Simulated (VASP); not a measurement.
Lu:

```xyz
1
Lattice="1.9450 1.9450 1.9450 -1.9450 1.9450 1.9450 -1.9450 -1.9450 1.9450" Properties=species:S:1:pos:R:3 pbc="T T T"
Lu    0.0000    0.0000    0.0000
```

| Quantity | Value |
| --- | --- |
| Program | VASP 6.6.1 |
| Task | relaxation of cell and atoms |
| Functional | PBEsol |
| Potentials or basis | VASP PAW PBE potentials, release 64 (Lu) |
| Cutoff | 600 eV |
| k mesh | 8 × 8 × 8 |
| Occupations | methfessel-paxton, width 0.1 eV |
| Spin | no spin polarisation |

At the start: pressure -2.3 GPa; volume 29.43 Å³/atom.

Q: How do energy, volume and symmetry change on relaxing?

A: Over 3 steps the energy falls by 10.5 meV/atom and the volume is 28.00 Å³/atom (-4.9 %); space group Im-3m (No. 229, to 0.05 Å).

The path:
```
step  energy change (eV)  largest force (eV/Å)  pressure (GPa)  volume (Å³)
   1              0.0000                0.0000           -2.28        29.43
   2             -0.0100                0.0000            0.57        27.68
   3             -0.0105                0.0000            0.03        28.00
```

Final structure:
```
Lu
1.0
     1.91288    1.91288    1.91288
    -1.91288    1.91288    1.91288
    -1.91288   -1.91288    1.91288
Lu
1
Cartesian
  0.0000 0.0000 0.0000
```

Caveat: the PAW data sets were made with another functional, which shifts forces and pressure a little.
